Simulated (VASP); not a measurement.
# CuO (C2/c) in VASP: notebook

CuO is run at these levels: BLYP+D3(BJ)+U; tasks: relaxation of shape and atoms at fixed volume.

All numbers are computed with VASP 6.6.1; they aren't measurements. Logs are shortened: lines on timing, memory, paths and dates and some standing lists are left out, and cuts for length are marked.

### Step 1. The cell of the first run

The structure is monoclinic, space group C2/c (No. 15). The conventional cell has a = 4.596 Å, b = 3.457 Å, c = 5.154 Å, α = 90.00°, β = 98.04°, γ = 90.00°. Within 2.6 Å of Cu (site symmetry -1) lie 4 O at 1.94 to 1.95 Å. O (site symmetry 2) has 4 Cu at 1.94 to 1.95 Å and 2 O at 2.62 Å within 2.7 Å.

### Step 2. Relaxation of shape and atoms at fixed volume, BLYP+D3(BJ)+U, collinear spin

Contents of INCAR:

```
SYSTEM = CuO
PREC = Accurate
ENCUT = 600
EDIFF = 1E-6
ISMEAR = 0
SIGMA = 0.05
LREAL = .False.
LASPH = .True.
NELM = 150
ALGO = Normal
ISIF = 4
LWAVE = .False.
LCHARG = .False.
ISPIN = 2
MAGMOM = 0.66 0.66 0 0
LORBIT = 11
LMAXMIX = 4
LDAU = .True.
LDAUTYPE = 2
LDAUL = 2 -1
LDAUU = 4 0
LDAUJ = 0 0
LDAUPRINT = 1
GGA = B5
ALDAX = 1.0
AGGAX = 1.0
AGGAC = 1.0
ALDAC = 0.0
IVDW = 12
VDW_S6 = 1.0
VDW_S8 = 2.6996
VDW_A1 = 0.4298
VDW_A2 = 4.2359
IBRION = 2
NSW = 60
EDIFFG = -0.02
```

Contents of KPOINTS:

```
regular mesh
0
Gamma
  8 8 6
  0 0 0
```

Contents of POSCAR:

```
CuO
1.0
    2.2979098932     -1.7284416677      0.0258106992
    2.2979098932      1.7284416677      0.0258106992
   -0.7783355832      0.0000000000      5.0947203594
Cu O
2 2
Direct
    0.0000000000      0.5000000000      0.0000000000
    0.5000000000      0.0000000000      0.5000000000
    0.5660038601      0.4339961399      0.2500000000
    0.4339961399      0.5660038601      0.7500000000
```

Potentials or basis: VASP PAW PBE potentials, release 64 (Cu, O).

Command:

```
$ cat potpaw_PBE.64/Cu/POTCAR potpaw_PBE.64/O/POTCAR > POTCAR
$ mpirun -np 1 vasp_std > vasp.out
```

OUTCAR:

```text
SYSTEM = CuO
   PREC = Accurate
   ENCUT = 600
   EDIFF = 1E-6
   ISMEAR = 0
   LREAL = .False.
   LASPH = .True.
   NELM = 150
   ISIF = 4
   ISPIN = 2
   LORBIT = 11
   GGA = B5
   IVDW = 12
   IBRION = 2
   NSW = 60
   EDIFFG = -0.02
 IVDW          = 12

 ion  position               nearest neighbor table
   1  0.000  0.500  0.000-   3 1.94   4 1.94   4 1.95   3 1.95
   2  0.500  0.000  0.500-   4 1.94   3 1.94   4 1.95   3 1.95
   3  0.566  0.434  0.250-   2 1.94   1 1.94   2 1.95   1 1.95
   4  0.434  0.566  0.750-   1 1.94   2 1.94   2 1.95   1 1.95

  LATTYP: Found a base centered monoclinic cell.
 ALAT       =     4.5961096895
 B/A-ratio  =     0.7521324705
 C/A-ratio  =     1.1213465538
 COS(beta)  =    -0.1399085103

  Lattice vectors:

 A1 = (   2.2979098932,  -1.7284416677,   0.0258106992)
 A2 = (   2.2979098932,   1.7284416677,   0.0258106992)
 A3 = (  -0.7783355832,   0.0000000000,   5.0947203594)

Analysis of symmetry for initial positions (statically):
=====================================================================
 Subroutine PRICEL returns:
 Original cell was already a primitive cell.

 Routine SETGRP: Setting up the symmetry group for a
 base centered monoclinic supercell.

 Subroutine GETGRP returns: Found  4 space group operations
 (whereof  2 operations were pure point group operations)
 out of a pool of  4 trial point group operations.

The static configuration has the point symmetry S_2 .
 The point group associated with its full space group is C_2h.

Analysis of symmetry for dynamics (positions and initial velocities):
=====================================================================
 Subroutine PRICEL returns:
 Original cell was already a primitive cell.

 Routine SETGRP: Setting up the symmetry group for a
 base centered monoclinic supercell.

 Subroutine GETGRP returns: Found  4 space group operations
 (whereof  2 operations were pure point group operations)
 out of a pool of  4 trial point group operations.

The dynamic configuration has the point symmetry S_2 .
 The point group associated with its full space group is C_2h.

Analysis of structural, dynamic, and magnetic symmetry:
=====================================================================
 Subroutine PRICEL returns:
 Original cell was already a primitive cell.

 Routine SETGRP: Setting up the symmetry group for a
 base centered monoclinic supercell.

 Subroutine GETGRP returns: Found  4 space group operations
 (whereof  2 operations were pure point group operations)
 out of a pool of  4 trial point group operations.

The overall configuration has the point symmetry S_2 .
 The point group associated with its full space group is C_2h.

 Subroutine INISYM returns: Found  4 space group operations
 (whereof  2 operations are pure point group operations),
 and found     1 'primitive' translations

----------------------------------------------------------------------------------------

                                     Primitive cell

  volume of cell :      40.5399

  direct lattice vectors                    reciprocal lattice vectors
     2.297909893 -1.728441668  0.025810699     0.217216297 -0.289277914  0.033184780
     2.297909893  1.728441668  0.025810699     0.217216297  0.289277914  0.033184780
[... 205 lines left out ...]
  o =  0.9491  v =  0.0000  0.0000  0.0000  0.0000  0.0000  0.8498  0.1617 -0.4521  0.1929 -0.1002      0.0000  0.0000  0.0000  0.0000  0.0000  0.0000  0.0000  0.0000  0.0000  0.0000
  o =  0.9572  v =  0.8586  0.1674 -0.4443  0.1725 -0.0869  0.0000  0.0000  0.0000  0.0000  0.0000      0.0000  0.0000  0.0000  0.0000  0.0000  0.0000  0.0000  0.0000  0.0000  0.0000
  o =  0.9670  v =  0.0000  0.0000  0.0000  0.0000  0.0000  0.1058 -0.0226  0.0943  0.2684  0.9525      0.0000  0.0000  0.0000  0.0000  0.0000  0.0000  0.0000  0.0000  0.0000  0.0000
  o =  0.9685  v =  0.0000  0.0000  0.0000  0.0000  0.0000 -0.1363  0.7916  0.2751  0.5102 -0.1371      0.0000  0.0000  0.0000  0.0000  0.0000  0.0000  0.0000  0.0000  0.0000  0.0000
  o =  0.9743  v =  0.0854 -0.7300 -0.3026 -0.5823 -0.1707  0.0000  0.0000  0.0000  0.0000  0.0000      0.0000  0.0000  0.0000  0.0000  0.0000  0.0000  0.0000  0.0000  0.0000  0.0000
  o =  0.9749  v =  0.1478 -0.2807  0.0272  0.0826  0.9444  0.0000  0.0000  0.0000  0.0000  0.0000      0.0000  0.0000  0.0000  0.0000  0.0000  0.0000  0.0000  0.0000  0.0000  0.0000
  o =  0.9774  v =  0.0000  0.0000  0.0000  0.0000  0.0000  0.4910 -0.1517  0.8428 -0.1172 -0.1085      0.0000  0.0000  0.0000  0.0000  0.0000  0.0000  0.0000  0.0000  0.0000  0.0000
  o =  0.9809  v =  0.4801 -0.1505  0.8425 -0.1400 -0.1319  0.0000  0.0000  0.0000  0.0000  0.0000      0.0000  0.0000  0.0000  0.0000  0.0000  0.0000  0.0000  0.0000  0.0000  0.0000
  o =  1.0302  v = -0.0558 -0.5811  0.0208  0.7776 -0.2326  0.0000  0.0000  0.0000  0.0000  0.0000      0.0000  0.0000  0.0000  0.0000  0.0000  0.0000  0.0000  0.0000  0.0000  0.0000

atom =   2  type =  1  l = 2

 onsite density matrix

spin component  1

  0.9634 -0.0011 -0.0091  0.0054 -0.0017
 -0.0011  0.9929  0.0002  0.0256 -0.0078
 -0.0091  0.0002  0.9757  0.0014 -0.0016
  0.0054  0.0256  0.0014  1.0077 -0.0097
 -0.0017 -0.0078 -0.0016 -0.0097  0.9778

spin component  2

  0.9527 -0.0300 -0.0124 -0.0330  0.0097
 -0.0300  0.7859 -0.0086 -0.2511  0.0726
 -0.0124 -0.0086  0.9705 -0.0107  0.0015
 -0.0330 -0.2511 -0.0107  0.6205  0.1010
  0.0097  0.0726  0.0015  0.1010  0.9377

 occupancies and eigenvectors

  o =  0.4054  v =  0.0000  0.0000  0.0000  0.0000  0.0000  0.0832  0.5689  0.0259  0.7853 -0.2281      0.0000  0.0000  0.0000  0.0000  0.0000  0.0000  0.0000  0.0000  0.0000  0.0000
  o =  0.9491  v =  0.0000  0.0000  0.0000  0.0000  0.0000 -0.8498 -0.1617 -0.4521  0.1929 -0.1002      0.0000  0.0000  0.0000  0.0000  0.0000  0.0000  0.0000  0.0000  0.0000  0.0000
  o =  0.9572  v =  0.8586  0.1674  0.4443 -0.1725  0.0869  0.0000  0.0000  0.0000  0.0000  0.0000      0.0000  0.0000  0.0000  0.0000  0.0000  0.0000  0.0000  0.0000  0.0000  0.0000
  o =  0.9670  v =  0.0000  0.0000  0.0000  0.0000  0.0000 -0.1058  0.0226  0.0943  0.2684  0.9525      0.0000  0.0000  0.0000  0.0000  0.0000  0.0000  0.0000  0.0000  0.0000  0.0000
  o =  0.9685  v =  0.0000  0.0000  0.0000  0.0000  0.0000  0.1363 -0.7916  0.2751  0.5102 -0.1371      0.0000  0.0000  0.0000  0.0000  0.0000  0.0000  0.0000  0.0000  0.0000  0.0000
  o =  0.9743  v = -0.0854  0.7300 -0.3026 -0.5823 -0.1707  0.0000  0.0000  0.0000  0.0000  0.0000      0.0000  0.0000  0.0000  0.0000  0.0000  0.0000  0.0000  0.0000  0.0000  0.0000
  o =  0.9749  v = -0.1478  0.2807  0.0272  0.0826  0.9444  0.0000  0.0000  0.0000  0.0000  0.0000      0.0000  0.0000  0.0000  0.0000  0.0000  0.0000  0.0000  0.0000  0.0000  0.0000
  o =  0.9774  v =  0.0000  0.0000  0.0000  0.0000  0.0000 -0.4910  0.1517  0.8428 -0.1172 -0.1085      0.0000  0.0000  0.0000  0.0000  0.0000  0.0000  0.0000  0.0000  0.0000  0.0000
  o =  0.9809  v =  0.4801 -0.1505 -0.8425  0.1400  0.1319  0.0000  0.0000  0.0000  0.0000  0.0000      0.0000  0.0000  0.0000  0.0000  0.0000  0.0000  0.0000  0.0000  0.0000  0.0000
  o =  1.0302  v =  0.0558  0.5811  0.0208  0.7776 -0.2326  0.0000  0.0000  0.0000  0.0000  0.0000      0.0000  0.0000  0.0000  0.0000  0.0000  0.0000  0.0000  0.0000  0.0000  0.0000

--------------------------------------- Ionic step        2  -------------------------------------------

 number of electron      33.9999996 magnetization       1.9910288

 Free energy of the ion-electron system (eV)
  ---------------------------------------------------
  ext. energy  EPLUGINS =         0.00000000
  ---------------------------------------------------
  free energy    TOTEN  =       -15.57020747 eV

  energy without entropy =      -15.56989934  energy(sigma->0) =      -15.57005341

 E-fermi :   5.8100     XC(G=0): -11.3300

 val. band max:        5.7774289082   @ k =   0.5000   0.3750   0.0000
 cond. band min:       5.8197026306   @ k =   0.5000   0.5000   0.0000
 fundamental gap:      0.0422737224
 Fermi energy:         5.8099949042

 spin component 1

 k-point     1 :       0.0000    0.0000    0.0000
  band No.  band energies     occupation
      1     -13.8189      1.00000
      2     -12.4807      1.00000
      3      -2.5524      1.00000
      4      -1.3871      1.00000
      5      -0.9980      1.00000
      6       0.6159      1.00000
[... 1193 lines left out ...]
     21      15.1797      0.00000
     22      16.4894      0.00000

 [... further k-points ...]

------------------------ aborting loop because EDIFF is reached ----------------------------------------

 Edisp (eV)   -2.44059

 E8    (eV) :    -1.6878

  FORCE on cell =-STRESS in cart. coord.  units (eV):
  Direction    XX          YY          ZZ          XY          YZ          ZX
  --------------------------------------------------------------------------------------
  -------------------------------------------------------------------------------------
  Total       0.89780     0.95156     0.94584     0.00000     0.00000    -0.00619
  in kB      35.48208    37.60647    37.38058     0.00000     0.00000    -0.24446
  external pressure =       36.82 kB  Pullay stress =        0.00 kB

 VOLUME and BASIS-vectors are now :
 -----------------------------------------------------------------------------
  energy-cutoff  :      600.00
  volume of cell :       40.54
      direct lattice vectors                 reciprocal lattice vectors
     2.295776881 -1.728927868  0.027381627     0.217397433 -0.289196565  0.033014805
     2.295776881  1.728927868  0.027381627     0.217397433  0.289196565  0.033014805
    -0.774131132  0.000000000  5.097534930    -0.002335519  0.000000000  0.195818570

 POSITION                                       TOTAL-FORCE (eV/Angst)
 -----------------------------------------------------------------------------------
      0.37376      0.86446      5.11123         0.000000     -0.000000      0.000000
      0.76082     -0.86446      2.56246         0.000000     -0.000000      0.000000
      2.10224     -0.22992      1.30177        -0.000000     -0.010562     -0.000000
      1.71518      0.22992      3.85053        -0.000000      0.010562      0.000000
 -----------------------------------------------------------------------------------
    total drift:                                0.000000     -0.000000      0.000000

  FREE ENERGIE OF THE ION-ELECTRON SYSTEM (eV)
  ---------------------------------------------------
  free  energy   TOTEN  =       -18.0107995965 eV

  energy  without entropy=      -18.0104914653  energy(sigma->0) =      -18.01064553

 reached required accuracy - stopping structural energy minimisation

 total charge

# of ion       s       p       d       tot
------------------------------------------
    1        0.388   0.400   9.163   9.951
    2        0.388   0.400   9.163   9.951
    3        1.547   3.468   0.000   5.015
    4        1.547   3.468   0.000   5.015
--------------------------------------------------
tot          3.871   7.734  18.327  29.932

 magnetization (x)

# of ion       s       p       d       tot
------------------------------------------
    1       -0.004   0.002   0.650   0.648
    2       -0.004   0.002   0.650   0.648
    3        0.021   0.286   0.000   0.307
    4        0.021   0.286   0.000   0.307
--------------------------------------------------
tot          0.032   0.577   1.301   1.910
```

It took 10 min on 1 thread of Oxide Virtual Turin-like, shared host; peak memory 0.29 GiB.

What came out:

```yaml
Free_energy: -18.0108 eV
Energy_gained_by_relaxing: 0.1 meV/atom
Ionic_steps: 2
Pressure_after_relaxing: 3.7 GPa
Largest_force_after_relaxing: 0.011 eV/Å
Band_gap_on_the_k_mesh: zero (filled and empty bands overlap)
Net_moment: 1.99 μB per cell
Site_moments: Cu +0.65; O +0.31 μB
Valence_electrons_inside_the_program's_atomic_spheres: Cu 9.95; O 5.01
Dispersion_energy_per_atom: -0.610 eV
```

Forces in eV/Å, atoms in the order of the input:
```
Cu   0.000  0.000  0.000
Cu   0.000  0.000  0.000
O    0.000 -0.011  0.000
O    0.000  0.011  0.000
```

Stress tensor (GPa, compression positive):
```
 3.55  0.00 -0.02
 0.00  3.76  0.00
-0.02  0.00  3.74
```

The path:
```csv
step,energy change (eV),largest force (eV/Å),pressure (GPa),volume (Å³)
1,0.0000,0.0351,3.71,40.54
2,-0.0002,0.0106,3.68,40.54
```

Final structure:
```
CELL_PARAMETERS angstrom
2.29578 -1.72893 0.02738
2.29578 1.72893 0.02738
-0.77413 0.00000 5.09753
ATOMIC_POSITIONS crystal
Cu 0.00000 0.50000 0.00000
Cu 0.50000 0.00000 0.50000
O 0.56649 0.43351 0.25000
O 0.43351 0.56649 0.75000
```

Eigenvalues of the final occupation matrices:
```csv
site,spin,trace,eigenvalues
site 1 d,1,4.92,0.96 0.97 0.97 0.98 1.03
site 1 d,2,4.27,0.41 0.95 0.97 0.97 0.98
site 2 d,1,4.92,0.96 0.97 0.97 0.98 1.03
site 2 d,2,4.27,0.41 0.95 0.97 0.97 0.98
```

Caveat: the PAW data sets were made with another functional, which shifts forces and pressure a little.

### Step 3. Relaxation of shape and atoms at fixed volume, BLYP+D3(BJ)+U, collinear spin, ferromagnetic start (10.62 Å³/atom)

This run uses another cell than the first one, of 10.62 Å³/atom.

INCAR, as its differences from that of step 2:

```diff
@@ -3,3 +3,3 @@
 ENCUT = 600
-EDIFF = 1E-6
+EDIFF = 1E-7
 ISMEAR = 0
@@ -9,3 +9,3 @@
 NELM = 150
-ALGO = Normal
+ALGO = Fast
 ISIF = 4
@@ -14,3 +14,3 @@
 ISPIN = 2
-MAGMOM = 0.66 0.66 0 0
+MAGMOM = 0.64 0.64 0.36 0.36
 LORBIT = 11
@@ -35,2 +35,2 @@
 NSW = 60
-EDIFFG = -0.02
+EDIFFG = -0.04
```

KPOINTS is that of step 2.

Contents of POSCAR:

```
CuO
1.0
    2.3261573371     -1.7561883032      0.0252606201
    2.3261573371      1.7561883032      0.0252606201
   -0.7902278990      0.0000000000      5.1930896441
Cu O
2 2
Direct
    0.0000000000      0.5000000000      0.0000000000
    0.5000000000      0.0000000000      0.5000000000
    0.5660377562      0.4339622438      0.2500000000
    0.4339622438      0.5660377562      0.7500000000
```

Potentials or basis: VASP PAW PBE potentials, release 64 (Cu, O).

Command:

```
$ cat potpaw_PBE.64/Cu/POTCAR potpaw_PBE.64/O/POTCAR > POTCAR
$ mpirun -np 1 vasp_std > vasp.out
```

It took 57 min on 1 thread of Oxide Virtual Turin-like, shared host; peak memory 0.31 GiB.

The run converged. Its results:

| Property | Result |
| --- | --- |
| Free energy | -18.0562 eV |
| Energy gained by relaxing | 11.6 meV/atom |
| Ionic steps | 10 |
| Pressure after relaxing | 2.3 GPa |
| Largest force after relaxing | 0.040 eV/Å |
| Band gap on the k mesh | zero (filled and empty bands overlap) |
| Net moment | 1.96 μB per cell |
| Site moments | Cu +0.63; O +0.31 μB |
| Valence electrons inside the program's atomic spheres | Cu 9.96; O 5.01 |
| Dispersion energy per atom | -0.584 eV |

Forces on the atoms (eV/Å):
```
Cu   0.000  0.000  0.000
Cu   0.000  0.000  0.000
O    0.000  0.040  0.000
O    0.000 -0.040  0.000
```

Stress tensor (GPa, compression positive):
```
 2.28  0.00 -0.01
 0.00  2.19  0.00
-0.01  0.00  2.32
```

Step by step:
```
step  energy change (eV)  largest force (eV/Å)  pressure (GPa)  volume (Å³)
   1              0.0000                0.1151           -4.05        42.50
   2             -0.0086                0.1080           -3.40        42.50
   3             -0.0118                0.1043           -2.66        42.50
   4             -0.0161                0.0986           -2.28        42.50
   5             -0.0268                0.0743           -1.29        42.50
   6             -0.0390                0.0068            0.32        42.50
   7             -0.0324                0.2174            2.33        42.50
   8             -0.0410                0.0710            1.27        42.50
   9             -0.0449                0.0178            1.78        42.50
  10             -0.0465                0.0396            2.26        42.50
```

Final structure:
```yaml
crystal:
  lattice:
    - [2.12364, -1.93173, 0.08889]
    - [2.12364, 1.93173, 0.08889]
    - [-0.57851, 0.00000, 5.15573]
  atoms:
    - { symbol: Cu, position: [0.00000, 0.50000, 0.00000] }
    - { symbol: Cu, position: [0.50000, 0.00000, 0.50000] }
    - { symbol: O, position: [0.52688, 0.47312, 0.25000] }
    - { symbol: O, position: [0.47312, 0.52688, 0.75000] }
```

Levels at points of the mesh, in eV from the Fermi level:
Spin up:
```
           k point  band 14  band 15  band 16  band 17  band 18  band 19  band 20  band 21  band 22
(0.00, 0.00, 0.00)    -3.03    -2.99    -2.46    -0.38    -0.16     1.63     6.78     7.49    14.56
(0.50, 0.00, 0.00)    -3.08    -2.98    -2.01    -0.77    -0.46     4.07     6.35     7.10    11.60
(0.50, 0.50, 0.00)    -4.10    -3.96    -2.48    -2.24     0.20     2.81     7.60     9.06    11.07
(0.00, 0.00, 0.50)    -3.57    -2.11    -2.11    -0.86    -0.86     3.81     3.81    11.92    11.92
(0.50, 0.00, 0.50)    -3.71    -3.33    -2.51    -1.38    -0.24     4.82     6.16     8.96     9.25
(0.50, 0.50, 0.50)    -3.00    -2.64    -2.64    -1.84    -1.84     4.50     4.50    10.52    10.52
```
Spin down:
```tsv
k point	band 14	band 15	band 16	band 17	band 18	band 19
(0.00, 0.00, 0.00)	-2.52	-2.46	-1.85	1.63	1.89	1.91
(0.50, 0.00, 0.00)	-2.57	-2.44	-1.45	1.48	1.67	4.10
(0.50, 0.50, 0.00)	-3.49	-1.95	-1.72	-0.15	2.46	2.79
(0.00, 0.00, 0.50)	-3.19	-1.56	-1.56	1.37	1.37	4.11
(0.50, 0.00, 0.50)	-2.88	-2.46	-1.96	0.93	1.78	4.96
(0.50, 0.50, 0.50)	-2.48	-2.09	-2.09	0.90	0.90	4.50
```

Eigenvalues of the final occupation matrices:
```tsv
site	spin	trace	eigenvalues
site 1 d	1	4.91	0.95 0.97 0.97 0.98 1.03
site 1 d	2	4.27	0.42 0.94 0.97 0.97 0.98
site 2 d	1	4.91	0.95 0.97 0.97 0.98 1.03
site 2 d	2	4.27	0.42 0.94 0.97 0.97 0.98
```

Caveat: the PAW data sets were made with another functional, which shifts forces and pressure a little. The state reached can hang on the start; a lower one may exist.
